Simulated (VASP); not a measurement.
Write the native input for VASP 6.6.1 that does the following.

- Task: single point
- Functional: PBEsol
- Potentials or basis: VASP PAW PBE potentials, release 64 (Rh_pv)
- Cutoff: 520 eV
- k mesh: 12 × 12 × 12
- Occupations: fermi-dirac, width 0.05 eV
- Spin: no spin polarisation
- Dipole correction: no
- Further INCAR settings: ALGO = Normal; EDIFF = 1e-06; NBANDS = 14

The structure of Rh lies in POSCAR:

```
Rh
1.0
    2.6722736882      0.0000000000      0.0000000000
    1.3361368441      2.3142568999      0.0000000000
    1.3361368441      0.7714189666      2.1819023298
Rh
1
Direct
    0.0000000000      0.0000000000      0.0000000000
```

The input as run:

INCAR

```
SYSTEM = Rh
PREC     = Accurate       ! precision mode
ENCUT    = 520            ! plane-wave cutoff, eV
EDIFF    = 1E-6           ! SCF threshold, eV
ISMEAR   = -1             ! smearing method
SIGMA    = 0.05           ! smearing width, eV
LREAL    = .False.        ! projectors in reciprocal space
LASPH    = .True.         ! aspherical terms in the spheres
NELM     = 80             ! most SCF steps
ALGO     = Normal         ! electronic algorithm
ISIF     = 2              ! what is computed and relaxed
LWAVE    = .False.        ! write WAVECAR
LCHARG   = .False.        ! write CHGCAR
GGA      = PS             ! functional
NBANDS   = 14             ! bands
```

KPOINTS

```
regular mesh
0
Gamma
  12 12 12
  0 0 0
```

Potentials or basis: VASP PAW PBE potentials, release 64 (Rh_pv).

Command:

```bash
$ cat potpaw_PBE.64/Rh_pv/POTCAR > POTCAR
$ mpirun -np 1 vasp_std > vasp.out
```

Results of the run:

The pressure is -0.1 GPa.

Caveat: the PAW data sets were made with another functional, which shifts forces and pressure a little.

Wall time 8 s on 1 thread of Intel(R) Xeon(R) Platinum 8488C (Sapphire Rapids) (shared host), peak memory 0.13 GiB.
